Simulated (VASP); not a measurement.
# CdS in VASP: further runs

CdS is run at these levels: HSE06; tasks: single point.

Everything below comes from runs of VASP 6.6.1. Logs are shortened: lines on timing, memory, paths and dates and some standing lists are left out, and cuts for length are marked.

## 1. The cell of the first run

Symmetry: F-43m, No. 216, cubic system. The conventional cell has a = 5.878 Å, b = 5.878 Å, c = 5.878 Å, α = 90.00°, β = 90.00°, γ = 90.00°. Cd (site symmetry -43m) has 4 S at 2.55 Å within 3.4 Å. S (site symmetry -43m) has 4 Cd at 2.55 Å within 3.4 Å.

## 2. Single point, HSE06

The input, POSCAR:

```
CdS
1.0
    0.0000000000      2.9392148365      2.9392148365
    2.9392148365      0.0000000000      2.9392148365
    2.9392148365      2.9392148365      0.0000000000
Cd S
1 1
Direct
    0.0000000000      0.0000000000      0.0000000000
    0.2500000000      0.2500000000      0.2500000000
```

The input, INCAR.step1:

```
  ALGO = Normal
  EDIFF = 1E-5
  ENCUT = 520
  GGA = PE
  ISIF = 2
  ISMEAR = 0
  LASPH = T
  LCHARG = F
  LREAL = F
  LWAVE = T
  NBANDS = 16
  NELM = 80
  PREC = Accurate
  SIGMA = 0.01
```

The input, INCAR.step2:

```
  ALGO = Normal
  EDIFF = 1E-6
  ENCUT = 520
  GGA = PE
  HFSCREEN = 0.2079
  ISIF = 2
  ISMEAR = 0
  ISTART = 1
  LASPH = T
  LCHARG = F
  LHFCALC = T
  LREAL = F
  LWAVE = F
  NBANDS = 16
  NELM = 80
  PREC = Accurate
  PRECFOCK = Normal
  SIGMA = 0.01
```

The input, KPOINTS:

```
k-points
0
Gamma
  6 6 6
```

Potentials or basis: VASP PAW PBE potentials, release 64 (Cd, S).

On the command line:

```
$ cat potpaw_PBE.64/Cd/POTCAR potpaw_PBE.64/S/POTCAR > POTCAR
$ cp INCAR.step1 INCAR
$ mpirun -np 1 vasp_std > vasp.out
$ cp INCAR.step2 INCAR
$ mpirun -np 1 vasp_std > vasp.out
```

OUTCAR:

```text
EDIFF = 1E-6
   ENCUT = 520
   GGA = PE
   HFSCREEN = 0.2079
   ISIF = 2
   ISMEAR = 0
   ISTART = 1
   LASPH = T
   LHFCALC = T
   LREAL = F
   NELM = 80
   PREC = Accurate
   PRECFOCK = Normal

 ion  position               nearest neighbor table
   1  0.000  0.000  0.000-   2 2.55   2 2.55   2 2.55   2 2.55
   2  0.250  0.250  0.250-   1 2.55   1 2.55   1 2.55   1 2.55

  LATTYP: Found a face centered cubic cell.
 ALAT       =     5.8784296730

  Lattice vectors:

 A1 = (   0.0000000000,   2.9392148365,   2.9392148365)
 A2 = (   2.9392148365,   0.0000000000,   2.9392148365)
 A3 = (   2.9392148365,   2.9392148365,   0.0000000000)

Analysis of symmetry for initial positions (statically):
=====================================================================
 Subroutine PRICEL returns:
 Original cell was already a primitive cell.

 Routine SETGRP: Setting up the symmetry group for a
 face centered cubic supercell.

 Subroutine GETGRP returns: Found 24 space group operations
 (whereof 24 operations were pure point group operations)
 out of a pool of 48 trial point group operations.

The static configuration has the point symmetry T_d .

Analysis of symmetry for dynamics (positions and initial velocities):
=====================================================================
 Subroutine PRICEL returns:
 Original cell was already a primitive cell.

 Routine SETGRP: Setting up the symmetry group for a
 face centered cubic supercell.

 Subroutine GETGRP returns: Found 24 space group operations
 (whereof 24 operations were pure point group operations)
 out of a pool of 48 trial point group operations.

The dynamic configuration has the point symmetry T_d .

 Subroutine INISYM returns: Found 24 space group operations
 (whereof 24 operations are pure point group operations),
 and found     1 'primitive' translations

----------------------------------------------------------------------------------------

                                     Primitive cell

  volume of cell :      50.7837

  direct lattice vectors                    reciprocal lattice vectors
     0.000000000  2.939214837  2.939214837    -0.170113458  0.170113458  0.170113458
     2.939214837  0.000000000  2.939214837     0.170113458 -0.170113458  0.170113458
     2.939214837  2.939214837  0.000000000     0.170113458  0.170113458 -0.170113458

  length of vectors
     4.156677485  4.156677485  4.156677485     0.294645153  0.294645153  0.294645153

  position of ions in fractional coordinates (direct lattice)
     0.000000000  0.000000000  0.000000000
     0.250000000  0.250000000  0.250000000

  ion indices of the primitive-cell ions
   primitive index   ion index
                 1           1
                 2           2

----------------------------------------------------------------------------------------

 KPOINTS: k-points

Automatic generation of k-mesh.
 Grid dimensions read from file:
 generate k-points for:    6    6    6

 Generating k-lattice:

  Cartesian coordinates                     Fractional coordinates (reciprocal lattice)
    -0.028352243  0.028352243  0.028352243     0.166666667  0.000000000  0.000000000
     0.028352243 -0.028352243  0.028352243     0.000000000  0.166666667  0.000000000
     0.028352243  0.028352243 -0.028352243     0.000000000  0.000000000  0.166666667

  Length of vectors
     0.049107525  0.049107525  0.049107525

  Shift w.r.t. Gamma in fractional coordinates (k-lattice)
     0.000000000  0.000000000  0.000000000

 Subroutine IBZKPT returns following result:
 ===========================================

 Found     16 irreducible k-points:

 Following reciprocal coordinates:
            Coordinates               Weight
  0.000000  0.000000  0.000000      1.000000
  0.166667  0.000000  0.000000      8.000000
  0.333333  0.000000  0.000000      8.000000
  0.500000  0.000000  0.000000      4.000000
  0.166667  0.166667  0.000000      6.000000
  0.333333  0.166667  0.000000     24.000000
[... 8 lines left out ...]
 -0.333333  0.333333  0.166667     24.000000
 -0.333333  0.500000  0.166667     12.000000
   k-points           NKPTS =     16   k-points in BZ     NKDIM =    216   number of bands    NBANDS=     16
   number of dos      NEDOS =    301   number of ions     NIONS =      2
   total plane-waves  NPLWV =  32768
   dimension x,y,z NGX =    32 NGY =   32 NGZ =   32
   dimension x,y,z NGXF=    64 NGYF=   64 NGZF=   64
   ions per type =               1   1
   NGX,Y,Z   is equivalent  to a cutoff of  12.80, 12.80, 12.80 a.u.
   NGXF,Y,Z  is equivalent  to a cutoff of  25.60, 25.60, 25.60 a.u.
 SYSTEM =  unknown system
   PREC   = accura    normal or accurate (medium, high low for compatibility)
   ISTART =      1    job   : 0-new  1-cont  2-samecut
   ICHARG =      0    charge: 1-file 2-atom 10-const
   ISPIN  =      1    spin polarized calculation?
   LNONCOLLINEAR =      F non collinear calculations
   LSORBIT =      F    spin-orbit coupling
   LASPH  =      T    aspherical Exc in radial PAW
   ENCUT  =  520.0 eV  38.22 Ry    6.18 a.u.   7.73  7.73  7.73*2*pi/ulx,y,z
   NELM   =     80;   NELMIN=  2; NELMDL=  0     # of ELM steps
   EDIFF  = 0.1E-05   stopping-criterion for ELM
   LREAL  =      F    real-space projection
   EDIFFG = 0.1E-04   stopping-criterion for IOM
   NSW    =      0    number of steps for IOM
   IBRION =     -1    ionic relax: 0-MD 1-quasi-New 2-CG
   NFREE  =      0    steps in history (QN), initial steepest desc. (CG)
   ISIF   =      2    stress and relaxation
   ISYM   =      3    0-nonsym 1-usesym 2-fastsym
   POTIM  = 0.5000    time-step for ionic-motion
   TEBEG  =    0.0;   TEEND  =   0.0 temperature during run
   PSTRESS=    0.0 pullay stress
   NELECT =      18.0000    total number of electrons
   NUPDOWN=      -1.0000    fix difference up-down
   EMIN   =  10.00;   EMAX   =-10.00  energy-range for DOS
   EFERMI =   0.00;   METHOD = LEGACY
   ISMEAR =     0;   SIGMA  =   0.01  broadening in eV -4-tet -1-fermi 0-gaus
   EFERMI_NEDOS =   21; number of points for ismear=-14 and -15
   IALGO  =     38    algorithm
   IMIX   =      1    mixing-type and parameters
     AMIX     =   0.40;   BMIX     =  1.00
     AMIX_MAG =   1.60;   BMIX_MAG =  1.00
  volume/ion in A,a.u.               =      25.39       171.35
  Fermi-wavevector in a.u.,A,eV,Ry     =   1.158575  2.189390 18.263062  1.342297
  Thomas-Fermi vector in A             =   2.295176
   LORBIT       =      0    0 simple, 1 ext, 2 COOP (PROOUT), +10 PAW based schemes
   GGA     = PE    functional components
   LHFCALC =     T    Hartree Fock is set to
   PRECFOCK=normal    Normal, Fast or Accurate (Low or Medium for compatibility)
   ENCUT4O =  -1.0   cutoff for four orbital integrals eV
   NKREDX  =     1    reduce k-point grid by
   NKREDY  =     1    reduce k-point grid by
   NKREDZ  =     1    reduce k-point grid by
   AEXX    =    0.2500 exact exchange contribution
   HFSCREEN=    0.2079 screening length (either q_TF or 0.3 A-1)
   HFSCREENC=   0.2079 screening length for correlation (either q_TF or 0.3 A-1)
   ENCUTFOCK=  -1.0 apply spherical cutoff to Coloumb kernel
   IVDW    =     0    specifies the selected vdW correction
   LEPSILON=     F    determine dielectric tensor
   LRPA    =     F    only Hartree local field effects (RPA)
 non-spin polarized calculation
 Gauss-broadening in eV      SIGMA  =   0.01
  energy-cutoff  :      520.00
  volume of cell :       50.78
 maximum number of plane-waves:      1381
  NGX = 24; NGY = 24; NGZ = 24

 number of electron      18.0000005 magnetization

 Free energy of the ion-electron system (eV)
  ---------------------------------------------------
  ext. energy  EPLUGINS =         0.00000000
  ---------------------------------------------------
  free energy    TOTEN  =        -7.62039447 eV

  energy without entropy =       -7.62039447  energy(sigma->0) =       -7.62039447

 E-fermi :   0.5627     XC(G=0):  -7.5074

 val. band max:        0.4709796916   @ k =   0.0000   0.0000   0.0000
 cond. band min:       2.5810106680   @ k =   0.0000   0.0000   0.0000
 fundamental gap:      2.1100309763
 Fermi energy:         0.5627180165

 k-point     1 :       0.0000    0.0000    0.0000
  band No.  band energies     occupation
      1     -12.9431      2.00000
      2      -8.3082      2.00000
      3      -8.3082      2.00000
      4      -8.3081      2.00000
      5      -7.8556      2.00000
      6      -7.8556      2.00000
[... 8 lines left out ...]
     15      13.2196      0.00000
     16      13.2196      0.00000

 k-point     2 :       0.1667    0.0000    0.0000
  band No.  band energies     occupation
      1     -12.8345      2.00000
      2      -8.2728      2.00000
      3      -8.2728      2.00000
      4      -8.1967      2.00000
      5      -7.8563      2.00000
      6      -7.8563      2.00000
[... 8 lines left out ...]
     15      12.3528      0.00000
     16      13.4168      0.00000

 k-point     3 :       0.3333    0.0000    0.0000
  band No.  band energies     occupation
      1     -12.6185      2.00000
      2      -8.2145      2.00000
      3      -8.2145      2.00000
      4      -7.8416      2.00000
      5      -7.8416      2.00000
      6      -7.8150      2.00000
[... 8 lines left out ...]
     15      12.8202      0.00000
     16      12.8202      0.00000

 k-point     4 :       0.5000    0.0000    0.0000
  band No.  band energies     occupation
      1     -12.5126      2.00000
      2      -8.1938      2.00000
      3      -8.1938      2.00000
      4      -7.8236      2.00000
      5      -7.8236      2.00000
      6      -7.4604      2.00000
[... 8 lines left out ...]
     15      14.3874      0.00000
     16      14.3874      0.00000
[... 172 lines left out ...]
 k-point    14 :       0.5000    0.3333    0.1667
  band No.  band energies     occupation
      1     -12.4822      2.00000
      2      -8.1306      2.00000
      3      -8.1180      2.00000
      4      -7.9380      2.00000
      5      -7.8203      2.00000
      6      -7.5289      2.00000
[... 8 lines left out ...]
     15      14.7969      0.00000
     16      15.1063      0.00000

 k-point    15 :      -0.3333    0.3333    0.1667
  band No.  band energies     occupation
      1     -12.4155      2.00000
      2      -8.1230      2.00000
      3      -8.0857      2.00000
      4      -7.8947      2.00000
      5      -7.8388      2.00000
      6      -7.2818      2.00000
[... 8 lines left out ...]
     15      14.2094      0.00000
     16      15.2014      0.00000

 k-point    16 :      -0.3333    0.5000    0.1667
  band No.  band energies     occupation
      1     -12.3828      2.00000
      2      -8.0778      2.00000
      3      -8.0579      2.00000
      4      -7.9308      2.00000
      5      -7.8178      2.00000
      6      -7.2491      2.00000
[... 8 lines left out ...]
     15      15.0599      0.00000
     16      15.1050      0.00000

------------------------ aborting loop because EDIFF is reached ----------------------------------------

  FORCE on cell =-STRESS in cart. coord.  units (eV):
  Direction    XX          YY          ZZ          XY          YZ          ZX
  --------------------------------------------------------------------------------------
  -------------------------------------------------------------------------------------
  Total        0.1596428      0.1596428      0.1596428      0.0000000      0.0000000     -0.0000000
  in kB        5.0365816      5.0365816      5.0365816      0.0000000      0.0000000     -0.0000000
  external PRESSURE =       5.0365816 kB  Pullay stress =       0.0000000 kB

 VOLUME and BASIS-vectors are now :
 -----------------------------------------------------------------------------
  energy-cutoff  :      520.00
  volume of cell :       50.78
      direct lattice vectors                 reciprocal lattice vectors
     0.000000000  2.939214837  2.939214837    -0.170113458  0.170113458  0.170113458
     2.939214837  0.000000000  2.939214837     0.170113458 -0.170113458  0.170113458
     2.939214837  2.939214837  0.000000000     0.170113458  0.170113458 -0.170113458

 POSITION                                       TOTAL-FORCE (eV/Angst)
 -----------------------------------------------------------------------------------
      0.00000      0.00000      0.00000         0.000000      0.000000      0.000000
      1.46961      1.46961      1.46961        -0.000000     -0.000000     -0.000000
 -----------------------------------------------------------------------------------
    total drift:                                0.000066      0.000060      0.000043

  FREE ENERGIE OF THE ION-ELECTRON SYSTEM (eV)
  ---------------------------------------------------
  free  energy   TOTEN  =        -7.6203944670 eV

  energy  without entropy=       -7.6203944670  energy(sigma->0) =       -7.62039447
```

It took 72 min on 1 thread of Oxide Virtual Turin-like, shared host; peak memory 0.27 GiB.

What came out:

```
Free energy            : -7.6204 eV
Pressure               : 0.5 GPa
Band gap on the k mesh : 2.11 eV
```

Caveat: the structure was generated, so it needn't be the stable form of CdS; the PAW data sets were made with another functional, which shifts forces and pressure a little.

## 3. Single point, HSE06 (uniaxial x strain -2.0%)

The input, POSCAR:

```
CdS
1.0
    0.0000000000      2.9392148365      2.9392148365
    2.8804305398      0.0000000000      2.9392148365
    2.8804305398      2.9392148365      0.0000000000
Cd S
1 1
Direct
    0.0000000000      0.0000000000      0.0000000000
    0.2500000000      0.2500000000      0.2500000000
```

The input, INCAR.step1:

```
SYSTEM = CdS
PREC     = Accurate       ! precision mode
ENCUT    = 520            ! plane-wave cutoff, eV
EDIFF    = 1E-5           ! SCF threshold, eV
ISMEAR   = 0              ! smearing method
SIGMA    = 0.01           ! smearing width, eV
LREAL    = .FALSE.        ! projectors in reciprocal space
LASPH    = .TRUE.         ! aspherical terms in the spheres
NELM     = 60             ! most SCF steps
ALGO     = Normal         ! electronic algorithm
ISIF     = 2              ! what is computed and relaxed
LWAVE    = .TRUE.         ! write WAVECAR
NBANDS   = 16             ! bands
GGA      = PE             ! functional
KPAR     = 4
```

The input, INCAR.step2:

```
SYSTEM = CdS
PREC     = Accurate       ! precision mode
ENCUT    = 520            ! plane-wave cutoff, eV
EDIFF    = 1E-7           ! SCF threshold, eV
ISMEAR   = 0              ! smearing method
SIGMA    = 0.01           ! smearing width, eV
LREAL    = .FALSE.        ! projectors in reciprocal space
LASPH    = .TRUE.         ! aspherical terms in the spheres
NELM     = 60             ! most SCF steps
ALGO     = Normal         ! electronic algorithm
ISIF     = 2              ! what is computed and relaxed
LWAVE    = .FALSE.        ! write WAVECAR
LCHARG   = .TRUE.         ! write CHGCAR
GGA      = PE             ! functional
LHFCALC  = .TRUE.         ! exact exchange
HFSCREEN = 0.2079         ! screening, 1/A
PRECFOCK = Normal       
LVHAR    = .TRUE.       
NBANDS   = 16             ! bands
ISTART   = 1            
KPAR     = 4
```

The input, KPOINTS:

```
regular mesh
0
G
  6 6 6
  0 0 0
```

Potentials or basis: VASP PAW PBE potentials, release 64 (Cd, S).

On the command line:

```
$ cat potpaw_PBE.64/Cd/POTCAR potpaw_PBE.64/S/POTCAR > POTCAR
$ cp INCAR.step1 INCAR
$ mpirun -np 4 vasp_std > vasp.out
$ cp INCAR.step2 INCAR
$ mpirun -np 4 vasp_std > vasp.out
```

Wall time 57 min (4 MPI ranks of Oxide Virtual Turin-like, shared host); peak memory 0.28 GiB.

It converged, with:

- Free energy: -7.6120 eV
- Pressure: 1.8 GPa
- Band gap on the k mesh: 2.12 eV

Stress tensor (GPa, compression positive):
```
2.06 0.00 0.00
0.00 1.70 0.00
0.00 0.00 1.70
```

Levels at points of the mesh, in eV from the valence-band top:
```
           k point  band 5  band 6  band 7  band 8  band 9  band 10  band 11  band 12  band 13  band 14
(0.00, 0.00, 0.00)   -8.40   -8.40   -0.06   -0.06    0.00     2.12     7.67     7.67     7.68    12.60
(0.50, 0.00, 0.00)   -8.36   -7.99   -4.71   -0.88   -0.80     4.06     8.03     8.20     8.64    12.27
(0.50, 0.50, 0.00)   -8.32   -7.92   -4.29   -2.03   -1.99     4.44     5.49    10.43    12.11    12.36
(0.00, 0.50, 0.50)   -8.32   -7.87   -4.16   -2.10   -2.10     4.36     5.30    10.64    12.19    12.19
```

Caveat: the cell differs from its parent crystal (uniaxial x strain -2.0%); the structure was generated, so it needn't be the stable form of CdS; the PAW data sets were made with another functional, which shifts forces and pressure a little.
